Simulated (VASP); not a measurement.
NiO, 4 atoms in the cell. The typed cell holds 4 atoms: a = 3.007 Å, b = 2.977 Å, c = 5.950 Å, α = 60.64°, β = 59.64°, γ = 59.67°. 

```yaml
Program: VASP 6.6.1
Task: single point
Functional: PBE
Potentials_or_basis: VASP PAW PBE potentials, release 64 (Ni, O)
Cutoff: 520 eV
k_mesh: 10 × 10 × 5
Occupations: gaussian, width 0.05 eV
Spin: collinear spin, antiferromagnetic start
Starting_moments: "[1.84, -1.84, 0.0, 0.0] μB"
Hubbard_terms: Ni d U = 6.2 eV
Dipole_correction: no
Further_INCAR_settings: ALGO = Normal; EDIFF = 1e-06; NBANDS = 28
```

Potentials or basis: VASP PAW PBE potentials, release 64 (Ni, O).

Run with:

```bash
$ cat potpaw_PBE.64/Ni/POTCAR potpaw_PBE.64/O/POTCAR > POTCAR
$ mpirun -np 1 vasp_std > vasp.out
```

Hardware: 1 thread of Oxide Virtual Turin-like Processor, with other jobs on the host.

Task: Estimate the wall time of this run.

Result: Wall time 6 min on 1 thread of Oxide Virtual Turin-like Processor, with other jobs on the host, peak memory 0.31 GiB. Counts: scf iterations 17, k points 141.
